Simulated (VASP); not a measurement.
Set up this calculation in VASP 6.6.1, as the native input.

| Item | Value |
| --- | --- |
| Task | single point |
| Functional | PBEsol |
| Potentials or basis | VASP PAW PBE potentials, release 64 (Hg_sv_GW, Pb_d, Br) |
| Cutoff | 500 eV |
| k mesh | 4 × 4 × 4 |
| Occupations | fermi-dirac, width 0.03 eV |
| Spin | no spin polarisation |
| Dipole correction | no |
| Further INCAR settings | ALGO = Normal; EDIFF = 1e-06; NBANDS = 48 |

The structure of HgPbBr6 lies in POSCAR:

```
HgPbBr6
1.0
    3.3753953299      1.9487854023      6.2359277849
   -3.3753953299      1.9487854023      6.2359277849
    0.0000000000     -3.8975708047      6.2359277849
Hg Pb Br
1 1 6
Direct
    0.5000000000      0.5000000000      0.5000000000
    0.0000000000      0.0000000000      0.0000000000
    0.5754787070      0.9285485234      0.2450540082
    0.9285485234      0.2450540082      0.5754787070
    0.7549459918      0.4245212930      0.0714514766
    0.0714514766      0.7549459918      0.4245212930
    0.4245212930      0.0714514766      0.7549459918
    0.2450540082      0.5754787070      0.9285485234
```

One way to write it, as run:

INCAR

```
SYSTEM = HgPbBr6
  PREC = Accurate
  ENCUT = 500
  EDIFF = 1E-6
  ISMEAR = -1
  SIGMA = 0.03
  LREAL = .FALSE.
  LASPH = .TRUE.
  NELM = 120
  ALGO = Normal
  ISIF = 2
  LWAVE = .FALSE.
  LCHARG = .TRUE.
  GGA = PS
  LELF = .TRUE.
  LVHAR = .TRUE.
  NBANDS = 48
  GGA_COMPAT = .FALSE.
```

KPOINTS

```
regular mesh
0
G
  4 4 4
  0 0 0
```

Potentials or basis: VASP PAW PBE potentials, release 64 (Hg_sv_GW, Pb_d, Br).

Launch:

```console
$ cat potpaw_PBE.64/Hg_sv_GW/POTCAR potpaw_PBE.64/Pb_d/POTCAR potpaw_PBE.64/Br/POTCAR > POTCAR
$ mpirun -np 1 vasp_std > vasp.out
```

Results of the run:

| Item | Value |
| --- | --- |
| Pressure | -0.1 GPa |
| Largest force | 0.007 eV/Å |
| Band gap on the k mesh | 0.14 eV (least direct gap 0.15 eV) |

Caveat: the PAW data sets were made with another functional, which shifts forces and pressure a little; spin-orbit coupling is left out, which moves the levels of the heavy elements.

Wall time 2.6 min on 1 thread of Intel(R) Xeon(R) 6975P-C (Granite Rapids) (shared host), peak memory 0.47 GiB.
